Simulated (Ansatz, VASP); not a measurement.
## One calculation of CdInTe2, two programs

```
Cd Te In
1.0
    -4.09389    4.09389    3.65805
     4.09389   -4.09389    3.65805
     4.09389    4.09389   -3.65805
Cd Te In
2 4 2
Cartesian
  0.0000 0.0000 1.8290
  0.0000 0.0000 5.4871
  1.5771 5.6710 0.0000
  2.5168 1.5771 0.0000
  2.5168 -1.5771 3.6580
  1.5771 2.5168 3.6580
  0.0000 4.0939 1.8290
  4.0939 0.0000 1.8290
```

Alike in both runs: functional PBE; k mesh 4 × 4 × 4; no spin polarisation.

Ansatz relaxed the structure, and its values are those at the end. VASP's run is a single point on that final structure, the one shown.

|  | VASP | Ansatz |
| --- | --- | --- |
| version | VASP 6.6.1 | Ansatz 0.2.0 |
| potentials or method | VASP PAW PBE potentials, release 64 (Cd, Te, In_d), cutoff 520 eV | PAW plane waves |
| occupations | methfessel-paxton of order 1, width 0.025 eV | cold, width 0.025 eV |
| valence electrons in the cell | 74 | 130 |

|  | VASP | Ansatz | Ansatz less VASP |
| --- | --- | --- | --- |
| gap on the k mesh at the Fermi level (eV) | none | none | - |
| pressure (GPa) | 0.0 | 0.0 | -0.03 |

A gap of «none» marks a metal or a gap that the smearing closes. VASP's potentials hold 74 valence electrons a cell and Ansatz's 130, so a difference there can come from the potentials and not from the codes.

Spin-orbit coupling is off throughout.
